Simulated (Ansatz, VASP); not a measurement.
## TiTe2: VASP beside Ansatz

The input INCAR:

```
SYSTEM = TiTe2
ALGO = Normal
EDIFF = 1E-6
ENCUT = 520
GGA = PE
ISIF = 2
ISMEAR = -1
LASPH = .True.
LCHARG = .False.
LREAL = .False.
LWAVE = .False.
NBANDS = 19
NELM = 80
PREC = Accurate
SIGMA = 0.02
```

The input KPOINTS:

```
k-points
0
Gamma
  6 6 6
  0 0 0
```

POSCAR

```
TiTe2
1.0
    0.0000000000      3.3655211467      3.3655211467
    3.3655211467      0.0000000000      3.3655211467
    3.3655211467      3.3655211467      0.0000000000
Ti Te
1 2
Direct
    0.0000000000      0.0000000000      0.0000000000
    0.2500000000      0.2500000000      0.2500000000
    0.7500000000      0.7500000000      0.7500000000
```

Input for Ansatz:

```yaml
crystal:
  lattice:
    - [0.0, 3.3655211467, 3.3655211467]
    - [3.3655211467, 0.0, 3.3655211467]
    - [3.3655211467, 3.3655211467, 0.0]
  atoms:
    - { symbol: Ti, position: [0.0, 0.0, 0.0] }
    - { symbol: Te, position: [0.25, 0.25, 0.25] }
    - { symbol: Te, position: [0.75, 0.75, 0.75] }
kpoints:
  mp_grid: { grid: [6, 6, 6] }
hamiltonian:
  xc: pbe
scf:
  occupations: { method: fermi_dirac, width: 0.02 }
  n_extra_bands: 4
output:
  forces: true
  stress: true
  eigenvalues: true
```

Alike in both runs: task single point; functional PBE; k mesh 6 × 6 × 6; occupations fermi-dirac, width 0.02 eV; no spin polarisation.

```csv
,VASP,Ansatz
version,VASP 6.6.1,Ansatz 0.2.0
potentials or method,"VASP PAW PBE potentials, release 64 (Ti_sv, Te)","plane waves, PAW"
plane-wave cutoff (eV),520,420
valence electrons in the cell,24,44
```

|  | VASP | Ansatz | Ansatz less VASP |
| --- | --- | --- | --- |
| pressure (GPa) | 4.3 | 4.3 | -0.03 |

VASP's potentials hold 24 valence electrons a cell and Ansatz's 44, so a difference there can come from the potentials and not from the codes.

Neither program's run includes spin-orbit coupling.
